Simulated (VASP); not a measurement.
# NaF: single point with PBE

Crystal: NaF.

```
Na F
1.0
     0.00000    2.29717    2.28568
     2.29717    0.00000    2.28568
     2.29717    2.29717    0.00000
Na F
1 1
Direct
  0.00000 0.00000 0.00000
  0.50000 0.50000 0.50000
```

This cell differs from its parent crystal: uniaxial z strain -0.5%.

```
Program                : VASP 6.6.1
Task                   : single point
Functional             : PBE
Potentials or basis    : VASP PAW PBE potentials, release 64 (Na_pv, F)
Cutoff                 : 520 eV
k mesh                 : 10 × 10 × 10
Occupations            : fermi-dirac, width 0.02 eV
Spin                   : no spin polarisation
Dipole correction      : no
Further INCAR settings : ALGO = Normal; EDIFF = 1e-07; NBANDS = 14
```

```yaml
Pressure: 3.8 GPa
Band_gap_on_the_k_mesh: 6.47 eV, direct
```

Stress tensor (GPa, compression positive):
```
3.65 0.00 0.00
0.00 3.65 0.00
0.00 0.00 4.18
```

Levels at points of the mesh, in eV from the valence-band top:
```tsv
k point	band 4	band 5	band 6	band 7	band 8	band 9	band 10	band 11
(0.00, 0.00, 0.00)	-18.86	0.00	0.00	0.00	6.47	19.19	19.19	19.22
(0.50, 0.00, 0.00)	-18.09	-1.66	-0.27	-0.27	10.97	12.73	20.40	20.50
(0.50, 0.50, 0.00)	-18.92	-1.31	-0.43	-0.43	13.38	13.46	13.93	20.13
(0.50, 0.00, 0.50)	-18.91	-1.32	-0.42	-0.41	13.39	13.43	13.91	20.17
```

Run time: 34 s on 1 thread of Intel(R) Xeon(R) Platinum 8259CL CPU @ 2.50GHz (Skylake/Cascade Lake) (shared host), peak memory 0.15 GiB.

Caveat: the cell differs from its parent crystal (uniaxial z strain -0.5%). A k mesh can miss the band edges.
